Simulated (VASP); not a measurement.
A run of VASP 6.6.1 is set up as follows.

File INCAR:

```
  PREC = Accurate
  ENCUT = 520
  EDIFF = 1E-7
  ISMEAR = 0
  SIGMA = 0.1
  LREAL = F
  LASPH = T
  NELM = 100
  ALGO = Normal
  ISIF = 2
  LWAVE = F
  LCHARG = F
  GGA = PE
  NBANDS = 22
```

File KPOINTS:

```
Automatic mesh
0
Gamma
  6 6 6
```

The input POSCAR:

```
NaCa2H2
1.0
    4.6312130500      0.0000000000      0.0000000000
   -2.3156065300      4.0107481500      0.0000000000
    0.0000000000      0.0000000000      3.7054970600
Na Ca H
1 2 2
Direct
    0.0000000000      0.0000000000      0.6483049900
    0.3333333300      0.6666666700      0.0467269100
    0.6666666700      0.3333333300      0.0467269100
    0.3333333300      0.6666666700      0.6211387100
    0.6666666700      0.3333333300      0.6211387100
```

Potentials or basis: VASP PAW PBE potentials, release 64 (Na_pv, Ca_sv, H).

Command:

```sh
$ cat potpaw_PBE.64/Na_pv/POTCAR potpaw_PBE.64/Ca_sv/POTCAR potpaw_PBE.64/H/POTCAR > POTCAR
$ mpirun -np 1 vasp_std > vasp.out
```

Problem. Estimate the pressure.

Solution. 28.7 GPa.

Problem. Predict the largest force.

Solution. 5.902 eV/Å.

Forces on the atoms (eV/Å):
```
Na   0.000  0.000 -1.386
Ca   0.000  0.000  5.902
Ca   0.000  0.000  5.902
H    0.000  0.000 -5.209
H    0.000  0.000 -5.209
```

Caveat: forces of over 1 eV/Å act on the atoms, so gaps and moduli don't describe the material at rest.
